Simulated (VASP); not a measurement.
A run of VASP 6.6.1 is set up as follows.

Contents of INCAR:

```
  ALGO = Normal
  EDIFF = 1E-6
  ENCUT = 520
  GGA = CA
  ISIF = 2
  ISMEAR = -1
  LASPH = T
  LCHARG = F
  LREAL = Auto
  LWAVE = F
  NBANDS = 64
  NELECT = 96.0
  NELM = 100
  PREC = Accurate
  SIGMA = 0.02
```

File KPOINTS:

```
k-points
0
Gamma
  2 2 2
```

The input POSCAR:

```
Si6HO12
1.0
    6.9039970000     -2.4346000000      0.0000000000
    6.9039970000      2.4346000000      0.0000000000
   -5.5056060000      0.0000000000      6.7841890000
Si O H
6 12 1
Direct
    0.0368044188      0.9760671313      0.7510305211
    0.9841290101     -0.0085322073      0.2429397235
    0.9221346670      0.4210055287      0.1504557140
    0.5824933118      0.0810092898      0.3477865962
    0.0927809541      0.5705144627      0.8354627207
    0.4318555248      0.9066542597      0.6496922477
    0.2213924585      0.3497268871      0.3192602683
    0.6401031616      0.7729048538      0.1975201457
    0.7903444935      0.6270462104      0.6745192388
    0.3860024011      0.2112854044      0.8030615008
    0.9414565465      0.2812507632      0.9303122304
    0.7391049762      0.0645099709      0.5711673127
    0.0670885704      0.7027009913      0.0573667685
    0.2633048040      0.9438124849      0.4263679859
    0.8499092800      0.2367600973      0.1433077705
    0.7062428477      0.1427609615      0.2942790951
    0.1424824306      0.7419279247      0.8250872728
    0.2979808101      0.8481389469      0.6935135504
    0.7490563858      0.1864937472      1.0017470032
```

Potentials or basis: VASP PAW LDA potentials, release 64 (Si, O, H).

Run with:

```console
$ cat potpaw_LDA.64/Si/POTCAR potpaw_LDA.64/O/POTCAR potpaw_LDA.64/H/POTCAR > POTCAR
$ mpirun -np 1 vasp_std > vasp.out
```

**Question.** Predict the largest force.

**Answer.** 0.541 eV/Å.

Forces on the atoms (eV/Å):
```
Si   0.001 -0.046  0.001
Si   0.054  0.008  0.017
Si  -0.040 -0.002  0.019
Si  -0.017  0.030  0.008
Si   0.038 -0.060  0.008
Si   0.034 -0.048 -0.022
O   -0.017 -0.030  0.013
O    0.005  0.008 -0.019
O    0.018 -0.043 -0.009
O    0.043 -0.059  0.054
O   -0.004 -0.023 -0.035
O   -0.016 -0.034  0.010
O    0.015 -0.028 -0.014
O    0.050 -0.009  0.031
O    0.029  0.014  0.151
O   -0.016 -0.008  0.009
O    0.044 -0.113 -0.039
O    0.023 -0.007 -0.012
H   -0.244  0.451 -0.171
```

Caveat: the k points lie up to 0.71 Å⁻¹ apart; the cell carries a net charge on a neutralising background, which shifts energy and pressure.
